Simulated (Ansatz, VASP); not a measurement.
# CoPdO2 in VASP and in Ansatz

```
CELL_PARAMETERS angstrom
2.69420 0.00000 0.00000
-1.34710 2.33325 0.00000
0.00000 0.00000 16.76326
ATOMIC_POSITIONS crystal
Co 0.66667 0.33333 0.83333
Co 0.33333 0.66667 0.16667
Co 0.00000 0.00000 0.50000
Pd 0.00000 0.00000 0.00000
Pd 0.66667 0.33333 0.33333
Pd 0.33333 0.66667 0.66667
O 0.33333 0.66667 0.77809
O 0.00000 0.00000 0.88858
O 0.00000 0.00000 0.11142
O 0.66667 0.33333 0.22191
O 0.66667 0.33333 0.44476
O 0.33333 0.66667 0.55524
```

Change from the starting cell: equal strain along all axes, cell held, atoms relaxed: -6.0 %.

Alike in both runs: functional PBE; k mesh 12 × 12 × 2; occupations gaussian, width 0.1 eV; no spin polarisation; Hubbard terms Co d U = 3.32 eV.

Ansatz relaxed the structure, and its values are those at the end. VASP's run is a single point on that final structure, the one shown.

|  | VASP | Ansatz |
| --- | --- | --- |
| version | VASP 6.6.1 | Ansatz 0.2.0 |
| potentials or method | VASP PAW PBE potentials, release 64 (Co, Pd, O), cutoff 520 eV | scalar-relativistic, plane waves, PAW |
| valence electrons in the cell | 93 | 141 |

|  | VASP | Ansatz | Ansatz less VASP |
| --- | --- | --- | --- |
| gap on the k mesh at the Fermi level (eV) | none | none | - |
| pressure (GPa) | 57.6 | 61.1 | +3.48 |
| rms of the force components (eV/Å) | 0.083 | 0.001 | -0.0827 |

The programs project onto different local orbitals, so the same U acts differently, and such runs can settle in different states. A gap of «none» marks a metal or a gap that the smearing closes. Both programs put the cell under a high pressure, so it lies far from rest at this level. VASP's potentials hold 93 valence electrons a cell and Ansatz's 141, so a difference there can come from the potentials and not from the codes. Ansatz's warnings: filled band counts differ across k points, stress scf threshold loose.
